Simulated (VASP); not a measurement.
Set up this calculation in VASP 6.6.1, as the native input.

```yaml
Task: single point
Functional: LDA
Potentials_or_basis: VASP PAW LDA potentials, release 64 (Cs_sv, H)
Cutoff: 520 eV
k_mesh: 5 × 5 × 5
Occupations: gaussian, width 0.05 eV
Spin: no spin polarisation
Dipole_correction: no
Further_INCAR_settings: ALGO = Normal; EDIFF = 1e-06; NBANDS = 12
```

The structure of CsH lies in POSCAR:

```
CsH
1.0
    0.0000000000      3.1880000000      3.1880000000
    3.1880000000      0.0000000000      3.1880000000
    3.1880000000      3.1880000000      0.0000000000
Cs H
1 1
Direct
    0.0000000000      0.0000000000      0.0000000000
    0.5000000000      0.5000000000      0.5000000000
```

One way to write it, as run:

INCAR

```
ALGO = Normal
EDIFF = 1E-6
ENCUT = 520
GGA = CA
ISIF = 2
ISMEAR = 0
LASPH = T
LCHARG = F
LREAL = F
LWAVE = F
NBANDS = 12
NELM = 80
PREC = Accurate
SIGMA = 0.05
```

KPOINTS

```
k-points
0
Gamma
  5 5 5
```

Potentials or basis: VASP PAW LDA potentials, release 64 (Cs_sv, H).

Run with:

```console
$ cat potpaw_LDA.64/Cs_sv/POTCAR potpaw_LDA.64/H/POTCAR > POTCAR
$ mpirun -np 1 vasp_std > vasp.out
```

Results of the run:

```json
{
 "Pressure": "-1.2 GPa",
 "Band gap on the k mesh": "2.47 eV, direct"
}
```

Caveat: spin-orbit coupling is left out, which moves the levels of the heavy elements.

Run time: 6.1 s on 1 thread of AMD EPYC 7R13 Processor (Zen 3) (shared host), peak memory 0.14 GiB.
